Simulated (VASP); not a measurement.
# CdSe (m.bgw) (F-43m) in VASP: single point with PBE

Aim: the single point of CdSe (m.bgw) with PBE.

Program: VASP 6.6.1. These are calculated values, not measurements. Logs are shortened: lines on timing, memory, paths and dates and some standing lists are left out, and cuts for length are marked.

**1. The cell of the first run**

Symmetry: F-43m, No. 216, cubic system. Conventional cell: a = 6.196 Å, b = 6.196 Å, c = 6.196 Å, α = 90.00°, β = 90.00°, γ = 90.00°. Within 3.5 Å of Cd (site symmetry -43m) lie 4 Se at 2.68 Å. Within 3.5 Å of Se (site symmetry -43m) lie 4 Cd at 2.68 Å.

**2. Single point, PBE**

INCAR

```
ALGO = Normal ; EDIFF = 1E-6
ENCUT = 500 ; GGA = PE
GGA_COMPAT = F ; ISIF = 2
ISMEAR = 0 ; LASPH = T
LCHARG = T ; LELF = T
LREAL = F ; LVHAR = T
LWAVE = F ; NBANDS = 16
NELM = 120 ; PREC = Accurate
SIGMA = 0.01
```

KPOINTS

```
k-points
0
Gamma
  4 4 4
```

POSCAR

```
CdSe
1.0
    0.0000000000      3.0982011267      3.0982011267
    3.0982011267      0.0000000000      3.0982011267
    3.0982011267      3.0982011267      0.0000000000
Cd Se
1 1
Direct
    0.0000000000      0.0000000000      0.0000000000
    0.2500000000      0.2500000000      0.2500000000
```

Potentials or basis: VASP PAW PBE potentials, release 64 (Cd, Se).

The run is started by

```sh
> cat potpaw_PBE.64/Cd/POTCAR potpaw_PBE.64/Se/POTCAR > POTCAR
> mpirun -np 1 vasp_std > vasp.out
```

OUTCAR:

```text
EDIFF = 1E-6
   ENCUT = 500
   GGA = PE
   ISIF = 2
   ISMEAR = 0
   LASPH = T
   LREAL = F
   NELM = 120
   PREC = Accurate

 ion  position               nearest neighbor table
   1  0.000  0.000  0.000-   2 2.68   2 2.68   2 2.68   2 2.68
   2  0.250  0.250  0.250-   1 2.68   1 2.68   1 2.68   1 2.68

  LATTYP: Found a face centered cubic cell.
 ALAT       =     6.1964022534

  Lattice vectors:

 A1 = (   0.0000000000,   3.0982011267,   3.0982011267)
 A2 = (   3.0982011267,   0.0000000000,   3.0982011267)
 A3 = (   3.0982011267,   3.0982011267,   0.0000000000)

Analysis of symmetry for initial positions (statically):
=====================================================================
 Subroutine PRICEL returns:
 Original cell was already a primitive cell.

 Routine SETGRP: Setting up the symmetry group for a
 face centered cubic supercell.

 Subroutine GETGRP returns: Found 24 space group operations
 (whereof 24 operations were pure point group operations)
 out of a pool of 48 trial point group operations.

The static configuration has the point symmetry T_d .

Analysis of symmetry for dynamics (positions and initial velocities):
=====================================================================
 Subroutine PRICEL returns:
 Original cell was already a primitive cell.

 Routine SETGRP: Setting up the symmetry group for a
 face centered cubic supercell.

 Subroutine GETGRP returns: Found 24 space group operations
 (whereof 24 operations were pure point group operations)
 out of a pool of 48 trial point group operations.

The dynamic configuration has the point symmetry T_d .

 Subroutine INISYM returns: Found 24 space group operations
 (whereof 24 operations are pure point group operations),
 and found     1 'primitive' translations

----------------------------------------------------------------------------------------

                                     Primitive cell

  volume of cell :      59.4783

  direct lattice vectors                    reciprocal lattice vectors
     0.000000000  3.098201127  3.098201127    -0.161383971  0.161383971  0.161383971
     3.098201127  0.000000000  3.098201127     0.161383971 -0.161383971  0.161383971
     3.098201127  3.098201127  0.000000000     0.161383971  0.161383971 -0.161383971

  length of vectors
     4.381518052  4.381518052  4.381518052     0.279525237  0.279525237  0.279525237

  position of ions in fractional coordinates (direct lattice)
     0.000000000  0.000000000  0.000000000
     0.250000000  0.250000000  0.250000000

  ion indices of the primitive-cell ions
   primitive index   ion index
                 1           1
                 2           2

----------------------------------------------------------------------------------------

 KPOINTS: k-points

Automatic generation of k-mesh.
 Grid dimensions read from file:
 generate k-points for:    4    4    4

 Generating k-lattice:

  Cartesian coordinates                     Fractional coordinates (reciprocal lattice)
    -0.040345993  0.040345993  0.040345993     0.250000000  0.000000000  0.000000000
     0.040345993 -0.040345993  0.040345993     0.000000000  0.250000000  0.000000000
     0.040345993  0.040345993 -0.040345993     0.000000000  0.000000000  0.250000000

  Length of vectors
     0.069881309  0.069881309  0.069881309

  Shift w.r.t. Gamma in fractional coordinates (k-lattice)
     0.000000000  0.000000000  0.000000000

 Subroutine IBZKPT returns following result:
 ===========================================

 Found      8 irreducible k-points:

 Following reciprocal coordinates:
            Coordinates               Weight
  0.000000  0.000000  0.000000      1.000000
  0.250000  0.000000  0.000000      8.000000
  0.500000  0.000000  0.000000      4.000000
  0.250000  0.250000  0.000000      6.000000
  0.500000  0.250000  0.000000     24.000000
 -0.250000  0.250000  0.000000     12.000000
  0.500000  0.500000  0.000000      3.000000
 -0.250000  0.500000  0.250000      6.000000
   k-points           NKPTS =      8   k-points in BZ     NKDIM =      8   number of bands    NBANDS=     16
   number of dos      NEDOS =    301   number of ions     NIONS =      2
   total plane-waves  NPLWV =  32768
   dimension x,y,z NGX =    32 NGY =   32 NGZ =   32
   dimension x,y,z NGXF=    64 NGYF=   64 NGZF=   64
   ions per type =               1   1
   NGX,Y,Z   is equivalent  to a cutoff of  12.14, 12.14, 12.14 a.u.
   NGXF,Y,Z  is equivalent  to a cutoff of  24.28, 24.28, 24.28 a.u.
 SYSTEM =  unknown system
   PREC   = accura    normal or accurate (medium, high low for compatibility)
   ISTART =      0    job   : 0-new  1-cont  2-samecut
   ICHARG =      2    charge: 1-file 2-atom 10-const
   ISPIN  =      1    spin polarized calculation?
   LNONCOLLINEAR =      F non collinear calculations
   LSORBIT =      F    spin-orbit coupling
   LASPH  =      T    aspherical Exc in radial PAW
   ENCUT  =  500.0 eV  36.75 Ry    6.06 a.u.   7.99  7.99  7.99*2*pi/ulx,y,z
   NELM   =    120;   NELMIN=  2; NELMDL= -5     # of ELM steps
   EDIFF  = 0.1E-05   stopping-criterion for ELM
   LREAL  =      F    real-space projection
   EDIFFG = 0.1E-04   stopping-criterion for IOM
   NSW    =      0    number of steps for IOM
   IBRION =     -1    ionic relax: 0-MD 1-quasi-New 2-CG
   NFREE  =      0    steps in history (QN), initial steepest desc. (CG)
   ISIF   =      2    stress and relaxation
   ISYM   =      2    0-nonsym 1-usesym 2-fastsym
   POTIM  = 0.5000    time-step for ionic-motion
   TEBEG  =    0.0;   TEEND  =   0.0 temperature during run
   PSTRESS=    0.0 pullay stress
   NELECT =      18.0000    total number of electrons
   NUPDOWN=      -1.0000    fix difference up-down
   EMIN   =  10.00;   EMAX   =-10.00  energy-range for DOS
   EFERMI =   0.00;   METHOD = LEGACY
   ISMEAR =     0;   SIGMA  =   0.01  broadening in eV -4-tet -1-fermi 0-gaus
   EFERMI_NEDOS =   21; number of points for ismear=-14 and -15
   IALGO  =     38    algorithm
   IMIX   =      4    mixing-type and parameters
     AMIX     =   0.40;   BMIX     =  1.00
     AMIX_MAG =   1.60;   BMIX_MAG =  1.00
  volume/ion in A,a.u.               =      29.74       200.69
  Fermi-wavevector in a.u.,A,eV,Ry     =   1.099122  2.077040 16.436791  1.208070
  Thomas-Fermi vector in A             =   2.235512
   LORBIT       =      0    0 simple, 1 ext, 2 COOP (PROOUT), +10 PAW based schemes
   GGA     = PE    functional components
   LHFCALC =     F    Hartree Fock is set to
   AEXX    =    0.0000 exact exchange contribution
   IVDW    =     0    specifies the selected vdW correction
   LEPSILON=     F    determine dielectric tensor
   LRPA    =     F    only Hartree local field effects (RPA)
 non-spin polarized calculation
 Gauss-broadening in eV      SIGMA  =   0.01
  energy-cutoff  :      500.00
  volume of cell :       59.48
 maximum number of plane-waves:      1540
   NGX = 15   NGY = 15   NGZ = 15

 number of electron      18.0000007 magnetization

 Free energy of the ion-electron system (eV)
  ---------------------------------------------------
  ext. energy  EPLUGINS =         0.00000000
  ---------------------------------------------------
  free energy    TOTEN  =        -5.45394804 eV

  energy without entropy =       -5.45394804  energy(sigma->0) =       -5.45394804

 E-fermi :   0.6395     XC(G=0):  -8.6227

 val. band max:        0.5425232732   @ k =   0.0000   0.0000   0.0000
 cond. band min:       1.0196301433   @ k =   0.0000   0.0000   0.0000
 fundamental gap:      0.4771068701
 Fermi energy:         0.6395339602

 k-point     1 :       0.0000    0.0000    0.0000
  band No.  band energies     occupation
      1     -11.7479      2.00000
      2      -7.2498      2.00000
      3      -7.2498      2.00000
      4      -7.2498      2.00000
      5      -6.9349      2.00000
      6      -6.9349      2.00000
[... 8 lines left out ...]
     15      11.4970      0.00000
     16      11.4970      0.00000

 k-point     2 :       0.2500    0.0000    0.0000
  band No.  band energies     occupation
      1     -11.5859      2.00000
      2      -7.2033      2.00000
      3      -7.2033      2.00000
      4      -7.0574      2.00000
      5      -6.9328      2.00000
      6      -6.9328      2.00000
[... 8 lines left out ...]
     15      10.5318      0.00000
     16      10.5682      0.00000

 k-point     3 :       0.5000    0.0000    0.0000
  band No.  band energies     occupation
      1     -11.4216      2.00000
      2      -7.1698      2.00000
      3      -7.1698      2.00000
      4      -6.9147      2.00000
      5      -6.9147      2.00000
      6      -6.6774      2.00000
[... 8 lines left out ...]
     15      12.4830      0.00000
     16      12.4830      0.00000

 k-point     4 :       0.2500    0.2500    0.0000
  band No.  band energies     occupation
      1     -11.5331      2.00000
      2      -7.1469      2.00000
      3      -7.1469      2.00000
      4      -7.0991      2.00000
      5      -6.9373      2.00000
      6      -6.9101      2.00000
[... 8 lines left out ...]
     15      12.0187      0.00000
     16      13.4203      0.00000

 k-point     5 :       0.5000    0.2500    0.0000
  band No.  band energies     occupation
      1     -11.3714      2.00000
      2      -7.1294      2.00000
      3      -7.0972      2.00000
      4      -6.9858      2.00000
      5      -6.9056      2.00000
      6      -6.6453      2.00000
[... 8 lines left out ...]
     15      12.7161      0.00000
     16      13.3137      0.00000

 k-point     6 :      -0.2500    0.2500    0.0000
  band No.  band energies     occupation
      1     -11.4245      2.00000
      2      -7.1467      2.00000
      3      -7.1438      2.00000
      4      -6.9435      2.00000
      5      -6.9420      2.00000
      6      -6.7444      2.00000
[... 8 lines left out ...]
     15      11.5569      0.00000
     16      13.3349      0.00000

 k-point     7 :       0.5000    0.5000    0.0000
  band No.  band energies     occupation
      1     -11.3189      2.00000
      2      -7.0791      2.00000
      3      -7.0297      2.00000
      4      -7.0297      2.00000
      5      -6.8853      2.00000
      6      -6.6187      2.00000
[... 8 lines left out ...]
     15      12.8355      0.00000
     16      13.5369      0.00000

 k-point     8 :      -0.2500    0.5000    0.2500
  band No.  band energies     occupation
      1     -11.3195      2.00000
      2      -7.0888      2.00000
      3      -7.0881      2.00000
      4      -6.9632      2.00000
      5      -6.9290      2.00000
      6      -6.5168      2.00000
[... 8 lines left out ...]
     15      12.9815      0.00000
     16      13.3499      0.00000

------------------------ aborting loop because EDIFF is reached ----------------------------------------

  FORCE on cell =-STRESS in cart. coord.  units (eV):
  Direction    XX          YY          ZZ          XY          YZ          ZX
  --------------------------------------------------------------------------------------
  -------------------------------------------------------------------------------------
  Total        0.1468037      0.1468037      0.1468037     -0.0000000     -0.0000000     -0.0000000
  in kB        3.9544738      3.9544738      3.9544738     -0.0000000     -0.0000000     -0.0000000
  external PRESSURE =       3.9544738 kB  Pullay stress =       0.0000000 kB

 VOLUME and BASIS-vectors are now :
 -----------------------------------------------------------------------------
  energy-cutoff  :      500.00
  volume of cell :       59.48
      direct lattice vectors                 reciprocal lattice vectors
     0.000000000  3.098201127  3.098201127    -0.161383971  0.161383971  0.161383971
     3.098201127  0.000000000  3.098201127     0.161383971 -0.161383971  0.161383971
     3.098201127  3.098201127  0.000000000     0.161383971  0.161383971 -0.161383971

 POSITION                                       TOTAL-FORCE (eV/Angst)
 -----------------------------------------------------------------------------------
      0.00000      0.00000      0.00000        -0.000000      0.000000      0.000000
      1.54910      1.54910      1.54910         0.000000     -0.000000     -0.000000
 -----------------------------------------------------------------------------------
    total drift:                                0.000000      0.000000      0.000000

  FREE ENERGIE OF THE ION-ELECTRON SYSTEM (eV)
  ---------------------------------------------------
  free  energy   TOTEN  =        -5.4539480393 eV

  energy  without entropy=       -5.4539480393  energy(sigma->0) =       -5.45394804
```

Wall time 8.7 s (1 thread of Intel Xeon 6975P-C, shared host); peak memory 0.17 GiB.

Results:

| Quantity | Value |
| --- | --- |
| Free energy | -5.4539 eV |
| Pressure | 0.4 GPa |
| Band gap on the k mesh | 0.48 eV, direct |

Caveat: the k points lie up to 0.44 Å⁻¹ apart.
